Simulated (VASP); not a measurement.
# Tl2GaAs3 (I-4m2) in VASP: relaxation of cell and atoms with PBEsol

Aim: the relaxation of cell and atoms of Tl2GaAs3 with PBEsol.

All numbers are computed with VASP 6.6.1; they aren't measurements. Logs are shortened: lines on timing, memory, paths and dates and some standing lists are left out, and cuts for length are marked.

### 1 The cell of the first run

Symmetry: I-4m2, No. 119, tetragonal system. The conventional cell has a = 4.249 Å, b = 4.249 Å, c = 18.301 Å, α = 90.00°, β = 90.00°, γ = 90.00°. Tl (site symmetry 2mm) has 4 As at 2.67 to 2.68 Å within 3.5 Å. Within 3.3 Å of Ga (site symmetry -4m2) lie 4 As at 2.50 Å. As (site symmetry -4m2) has 4 Tl at 2.67 Å within 3.5 Å. Within 3.3 Å of As (site symmetry 2mm) lie 2 Ga at 2.50 Å and 2 Tl at 2.68 Å.

### 2 Relaxation of cell and atoms, PBEsol

Contents of INCAR:

```
PREC     = Accurate       # precision mode
ENCUT    = 500            # plane-wave cutoff, eV
EDIFF    = 1E-7           # SCF threshold, eV
ISMEAR   = 0              # smearing method
SIGMA    = 0.1            # smearing width, eV
LREAL    = False          # projectors in reciprocal space
LASPH    = True           # aspherical terms in the spheres
NELM     = 120            # most SCF steps
ALGO     = Normal         # electronic algorithm
ISIF     = 3              # what is computed and relaxed
LWAVE    = False          # write WAVECAR
LCHARG   = False          # write CHGCAR
GGA      = PS             # functional
IBRION   = 2              # ionic algorithm
NSW      = 80             # ionic steps
EDIFFG   = -0.015         # ionic threshold
GGA_COMPAT= False        
NELMIN   = 4            
KPAR     = 4
```

Contents of KPOINTS:

```
regular mesh
0
Gamma
  6 6 6
```

Contents of POSCAR:

```
Tl2GaAs3
1.0
   -4.2490647498     -4.2490647498      0.0000000000
   -4.2490647498      4.2490647498      0.0000000000
    2.1245323749      2.1245323749     -9.1506815297
Tl Ga As
4 2 6
Direct
    0.1615217841      0.5000000000      0.3230435683
    0.6615217841      0.0000000000      0.3230435683
    0.8384782159      0.5000000000      0.6769564317
    0.3384782159      0.0000000000      0.6769564317
    0.5000000000      0.5000000000      0.0000000000
    1.0000000000      0.0000000000      0.0000000000
    1.0000000000      0.2500000000      0.5000000000
    0.5000000000      0.7500000000      0.5000000000
    0.1778036985      0.7500000000      0.8556073969
    0.6778036985      0.2500000000      0.8556073969
    0.8221963015      0.7500000000      0.1443926031
    0.3221963015      0.2500000000      0.1443926031
```

Potentials or basis: VASP PAW PBE potentials, release 64 (Tl_d, Ga_d, As).

Launch:

```sh
cat potpaw_PBE.64/Tl_d/POTCAR potpaw_PBE.64/Ga_d/POTCAR potpaw_PBE.64/As/POTCAR > POTCAR
mpirun -np 4 vasp_std > vasp.out
```

OUTCAR:

```text
PREC = Accurate
   ENCUT = 500
   EDIFF = 1E-7
   ISMEAR = 0
   LREAL = False
   LASPH = True
   NELM = 120
   ISIF = 3
   GGA = PS
   IBRION = 2
   NSW = 80
   EDIFFG = -0.015
   NELMIN = 4

 ion  position               nearest neighbor table
   1  0.162  0.500  0.323-   7 2.67   8 2.67  12 2.68  11 2.68
   2  0.662  0.000  0.323-   8 2.67   7 2.67  11 2.68  12 2.68
   3  0.838  0.500  0.677-   7 2.67   8 2.67  10 2.68   9 2.68
   4  0.338  0.000  0.677-   8 2.67   7 2.67   9 2.68  10 2.68
   5  0.500  0.500  0.000-   9 2.50  11 2.50  10 2.50  12 2.50
   6  0.000  0.000  0.000-  10 2.50  12 2.50  11 2.50   9 2.50
   7  0.000  0.250  0.500-   1 2.67   3 2.67   2 2.67   4 2.67
   8  0.500  0.750  0.500-   2 2.67   4 2.67   3 2.67   1 2.67
   9  0.178  0.750  0.856-   5 2.50   6 2.50   4 2.68   3 2.68
  10  0.678  0.250  0.856-   6 2.50   5 2.50   3 2.68   4 2.68
  11  0.822  0.750  0.144-   5 2.50   6 2.50   2 2.68   1 2.68
  12  0.322  0.250  0.144-   6 2.50   5 2.50   1 2.68   2 2.68

  LATTYP: Found a base centered orthorhombic cell.
 ALAT       =     6.0090849966
 B/A-ratio  =     3.0456156087
 C/A-ratio  =     1.0000000000

  Lattice vectors:

 A1 = (   2.1245323749,   2.1245323749,   9.1506815297)
 A2 = (   2.1245323749,   2.1245323749,  -9.1506815297)
 A3 = (  -4.2490647498,   4.2490647498,   0.0000000000)

Analysis of symmetry for initial positions (statically):
=====================================================================
 Subroutine PRICEL returns following result:

  LATTYP: Found a body centered tetragonal cell.
 ALAT       =     4.2490647498
 C/A-ratio  =     4.3071508996

  Lattice vectors:

 A1 = (   2.1245323749,  -2.1245323749,   9.1506815297)
 A2 = (  -2.1245323749,   2.1245323749,   9.1506815297)
 A3 = (  -2.1245323749,  -2.1245323749,  -9.1506815297)

   2 primitive cells build up your supercell.

 Routine SETGRP: Setting up the symmetry group for a
 base centered orthorhombic supercell.

 Subroutine GETGRP returns: Found  4 space group operations
 (whereof  4 operations were pure point group operations)
 out of a pool of  8 trial point group operations.

The static configuration has the point symmetry D_2 .

Analysis of symmetry for dynamics (positions and initial velocities):
=====================================================================
 Subroutine PRICEL returns following result:

  LATTYP: Found a body centered tetragonal cell.
 ALAT       =     4.2490647498
 C/A-ratio  =     4.3071508996

  Lattice vectors:

 A1 = (   2.1245323749,  -2.1245323749,   9.1506815297)
 A2 = (  -2.1245323749,   2.1245323749,   9.1506815297)
 A3 = (  -2.1245323749,  -2.1245323749,  -9.1506815297)

   2 primitive cells build up your supercell.

 Routine SETGRP: Setting up the symmetry group for a
 base centered orthorhombic supercell.

 Subroutine GETGRP returns: Found  4 space group operations
 (whereof  4 operations were pure point group operations)
 out of a pool of  8 trial point group operations.

The dynamic configuration has the point symmetry D_2 .

 Subroutine INISYM returns: Found  4 space group operations
 (whereof  4 operations are pure point group operations),
 and found     2 'primitive' translations

----------------------------------------------------------------------------------------

                                     Primitive cell

  volume of cell :     165.2114

  direct lattice vectors                    reciprocal lattice vectors
     2.124532375 -2.124532375  9.150681530     0.000000000 -0.235345908  0.054640739
    -2.124532375  2.124532375  9.150681530    -0.235345908  0.000000000  0.054640739
    -2.124532375 -2.124532375 -9.150681530    -0.235345908 -0.235345908  0.000000000

  length of vectors
     9.631316010  9.631316010  9.631316010     0.241605684  0.241605684  0.332829374

  position of ions in fractional coordinates (direct lattice)
     0.338478216  0.338478216  1.000000000
     0.661521784  0.661521784  0.000000000
     0.000000000  0.000000000  0.000000000
     0.250000000  0.750000000  0.500000000
     0.572196302  0.072196302  0.500000000
     0.927803698  0.427803698  0.500000000

  ion indices of the primitive-cell ions
   primitive index   ion index
                 1           1
                 2           3
                 3           5
                 4           7
                 5           9
                 6          12

----------------------------------------------------------------------------------------

 KPOINTS: regular mesh

Automatic generation of k-mesh.
 Grid dimensions read from file:
 generate k-points for:    6    6    6

 Generating k-lattice:

  Cartesian coordinates                     Fractional coordinates (reciprocal lattice)
    -0.019612159 -0.019612159 -0.009106790     0.166666667  0.000000000 -0.000000000
    -0.019612159  0.019612159  0.000000000     0.000000000  0.166666667  0.000000000
     0.000000000  0.000000000 -0.018213580     0.000000000  0.000000000  0.166666667

  Length of vectors
     0.029192588  0.027735781  0.018213580

  Shift w.r.t. Gamma in fractional coordinates (k-lattice)
     0.000000000  0.000000000  0.000000000

 Subroutine IBZKPT returns following result:
 ===========================================

 Found     52 irreducible k-points:

 Following reciprocal coordinates:
            Coordinates               Weight
  0.000000  0.000000  0.000000      1.000000
  0.166667  0.000000  0.000000      4.000000
  0.333333  0.000000  0.000000      4.000000
  0.500000  0.000000  0.000000      2.000000
  0.000000  0.166667  0.000000      2.000000
  0.166667  0.166667  0.000000      8.000000
[... 16 lines left out ...]
  0.166667  0.166667  0.166667      8.000000
  0.333333  0.166667  0.166667      8.000000
 [... further k-points ...]
   k-points           NKPTS =     52   k-points in BZ     NKDIM =     52   number of bands    NBANDS=     64
   number of dos      NEDOS =    301   number of ions     NIONS =     12
   total plane-waves  NPLWV = 161280
   dimension x,y,z NGX =    48 NGY =   48 NGZ =   70
   dimension x,y,z NGXF=    96 NGYF=   96 NGZF=  140
   ions per type =               4   2   6
   NGX,Y,Z   is equivalent  to a cutoff of  13.28, 13.28, 12.08 a.u.
   NGXF,Y,Z  is equivalent  to a cutoff of  26.56, 26.56, 24.17 a.u.
 SYSTEM =  unknown system
   PREC   = accura    normal or accurate (medium, high low for compatibility)
   ISTART =      0    job   : 0-new  1-cont  2-samecut
   ICHARG =      2    charge: 1-file 2-atom 10-const
   ISPIN  =      1    spin polarized calculation?
   LNONCOLLINEAR =      F non collinear calculations
   LSORBIT =      F    spin-orbit coupling
   LASPH  =      T    aspherical Exc in radial PAW
   ENCUT  =  500.0 eV  36.75 Ry    6.06 a.u.  10.96 10.96 17.56*2*pi/ulx,y,z
   NELM   =    120;   NELMIN=  4; NELMDL= -5     # of ELM steps
   EDIFF  = 0.1E-06   stopping-criterion for ELM
   LREAL  =      F    real-space projection
   EDIFFG = -.1E-01   stopping-criterion for IOM
   NSW    =     80    number of steps for IOM
   IBRION =      2    ionic relax: 0-MD 1-quasi-New 2-CG
   NFREE  =      1    steps in history (QN), initial steepest desc. (CG)
   ISIF   =      3    stress and relaxation
   ISYM   =      2    0-nonsym 1-usesym 2-fastsym
   POTIM  = 0.5000    time-step for ionic-motion
   TEBEG  =    0.0;   TEEND  =   0.0 temperature during run
   PSTRESS=    0.0 pullay stress
   NELECT =     108.0000    total number of electrons
   NUPDOWN=      -1.0000    fix difference up-down
   EMIN   =  10.00;   EMAX   =-10.00  energy-range for DOS
   EFERMI =   0.00;   METHOD = LEGACY
   ISMEAR =     0;   SIGMA  =   0.10  broadening in eV -4-tet -1-fermi 0-gaus
   EFERMI_NEDOS =   21; number of points for ismear=-14 and -15
   IALGO  =     38    algorithm
   IMIX   =      4    mixing-type and parameters
     AMIX     =   0.40;   BMIX     =  1.00
     AMIX_MAG =   1.60;   BMIX_MAG =  1.00
  volume/ion in A,a.u.               =      27.54       185.82
  Fermi-wavevector in a.u.,A,eV,Ry     =   1.127698  2.131040 17.302558  1.271702
  Thomas-Fermi vector in A             =   2.264385
   LORBIT       =      0    0 simple, 1 ext, 2 COOP (PROOUT), +10 PAW based schemes
   GGA     = PS    functional components
   LHFCALC =     F    Hartree Fock is set to
   AEXX    =    0.0000 exact exchange contribution
   IVDW    =     0    specifies the selected vdW correction
   LEPSILON=     F    determine dielectric tensor
   LRPA    =     F    only Hartree local field effects (RPA)
 conjugate gradient relaxation of ions
 non-spin polarized calculation
 Gauss-broadening in eV      SIGMA  =   0.10
  energy-cutoff  :      500.00
  volume of cell :      330.42
 maximum number of plane-waves:      8422
 NGX is ok and might be reduce to    48
   NGX = 21   NGY = 21   NGZ = 35

 number of electron     107.9999996 magnetization

 Free energy of the ion-electron system (eV)
  ---------------------------------------------------
  ext. energy  EPLUGINS =         0.00000000
  ---------------------------------------------------
  free energy    TOTEN  =       -47.62441544 eV

  energy without entropy =      -47.62166930  energy(sigma->0) =      -47.62304237

 E-fermi :   3.9250     XC(G=0):  -9.3126

 val. band max:        3.8263254496   @ k =   0.0000   0.0000   0.1667
 cond. band min:       3.9532623195   @ k =   0.0000   0.0000   0.0000
 fundamental gap:      0.1269368699
 Fermi energy:         3.9249631308

 k-point     1 :       0.0000    0.0000    0.0000
  band No.  band energies     occupation
      1     -11.1375      2.00000
      2     -11.1227      2.00000
      3     -11.1227      2.00000
      4     -11.0833      2.00000
      5     -11.0833      2.00000
      6     -11.0573      2.00000
[... 56 lines left out ...]
     63       6.8958      0.00000
     64       6.9231      0.00000

 k-point     2 :       0.1667    0.0000    0.0000
  band No.  band energies     occupation
      1     -11.1354      2.00000
      2     -11.1227      2.00000
      3     -11.1204      2.00000
      4     -11.0867      2.00000
      5     -11.0829      2.00000
      6     -11.0594      2.00000
[... 56 lines left out ...]
     63       6.6182      0.00000
     64       7.1353      0.00000

 k-point     3 :       0.3333    0.0000    0.0000
  band No.  band energies     occupation
      1     -11.1304      2.00000
      2     -11.1233      2.00000
      3     -11.1142      2.00000
      4     -11.0951      2.00000
      5     -11.0810      2.00000
      6     -11.0673      2.00000
[... 1396 lines left out ...]
     63       7.1761      0.00000
     64       7.2281      0.00000

 k-point    24 :       0.3333    0.1667    0.1667
  band No.  band energies     occupation
      1     -11.1296      2.00000
      2     -11.1241      2.00000
      3     -11.1123      2.00000
      4     -11.0965      2.00000
      5     -11.0818      2.00000
      6     -11.0700      2.00000
[... 56 lines left out ...]
     63       7.7140      0.00000
     64       7.9877      0.00000

 [... further k-points ...]
[... 5 lines left out ...]
  --------------------------------------------------------------------------------------
  -------------------------------------------------------------------------------------
  Total        0.1479687      0.1479687      0.0923051      0.0001482      0.0000000     -0.0000000
  in kB        0.7174806      0.7174806      0.4475755      0.0007185      0.0000000     -0.0000000
  external PRESSURE =       0.6275123 kB  Pullay stress =       0.0000000 kB

 VOLUME and BASIS-vectors are now :
 -----------------------------------------------------------------------------
  energy-cutoff  :      500.00
  volume of cell :      330.42
      direct lattice vectors                 reciprocal lattice vectors
    -4.249064750 -4.249064750  0.000000000    -0.117672954 -0.117672954 -0.054640739
    -4.249064750  4.249064750  0.000000000    -0.117672954  0.117672954  0.000000000
     2.124532375  2.124532375 -9.150681530     0.000000000  0.000000000 -0.109281478

 POSITION                                       TOTAL-FORCE (eV/Angst)
 -----------------------------------------------------------------------------------
     -2.12453      2.12453     -2.95607         0.000000      0.000000      0.000501
     -2.12453     -2.12453     -2.95607         0.000000      0.000000      0.000501
     -4.24906     -0.00000     -6.19461         0.000000     -0.000000     -0.000501
     -0.00000     -0.00000     -6.19461        -0.000000     -0.000000     -0.000501
     -4.24906      0.00000      0.00000        -0.000000     -0.000000      0.000000
      0.00000      0.00000      0.00000        -0.000000     -0.000000      0.000000
      0.00000      2.12453     -4.57534        -0.000000     -0.000000      0.000000
     -4.24906      2.12453     -4.57534        -0.000000     -0.000000      0.000000
     -2.12453      4.24906     -7.82939        -0.000000     -0.000000      0.006318
     -2.12453     -0.00000     -7.82939        -0.000000     -0.000000      0.006318
     -6.37360      0.00000     -1.32129        -0.000000     -0.000000     -0.006318
     -2.12453      0.00000     -1.32129        -0.000000     -0.000000     -0.006318
 -----------------------------------------------------------------------------------
    total drift:                               -0.000003      0.000003      0.000000

  FREE ENERGIE OF THE ION-ELECTRON SYSTEM (eV)
  ---------------------------------------------------
  free  energy   TOTEN  =       -47.6244154408 eV

  energy  without entropy=      -47.6216692971  energy(sigma->0) =      -47.62304237

 reached required accuracy - stopping structural energy minimisation
```

Run time: 7 min. Hardware: 4 MPI ranks of Intel Xeon Platinum 8488C (Sapphire Rapids), shared host; peak memory 1 GiB.

What came out:

```yaml
Free_energy: -47.6244 eV
Pressure_after_relaxing: 0.1 GPa
Largest_force_after_relaxing: 0.006 eV/Å
Band_gap_on_the_k_mesh: zero (filled and empty bands touch)
```

Forces in eV/Å, atoms in the order of the input:
```
Tl   0.000  0.000  0.001
Tl   0.000  0.000  0.001
Tl   0.000  0.000 -0.001
Tl   0.000  0.000 -0.001
Ga   0.000  0.000  0.000
Ga   0.000  0.000  0.000
As   0.000  0.000  0.000
As   0.000  0.000  0.000
As   0.000  0.000  0.006
As   0.000  0.000  0.006
As   0.000  0.000 -0.006
As   0.000  0.000 -0.006
```

Final structure:
```
CELL_PARAMETERS angstrom
-4.24906 -4.24906 0.00000
-4.24906 4.24906 0.00000
2.12453 2.12453 -9.15068
ATOMIC_POSITIONS crystal
Tl 0.16152 0.50000 0.32304
Tl 0.66152 0.00000 0.32304
Tl 0.83848 0.50000 0.67696
Tl 0.33848 0.00000 0.67696
Ga 0.50000 0.50000 0.00000
Ga 0.00000 0.00000 0.00000
As 0.00000 0.25000 0.50000
As 0.50000 0.75000 0.50000
As 0.17780 0.75000 0.85561
As 0.67780 0.25000 0.85561
As 0.82220 0.75000 0.14439
As 0.32220 0.25000 0.14439
```

Caveat: the relaxation stopped at its first step, so nothing moved; the PAW data sets were made with another functional, which shifts forces and pressure a little; spin-orbit coupling is left out, which moves the levels of the heavy elements.
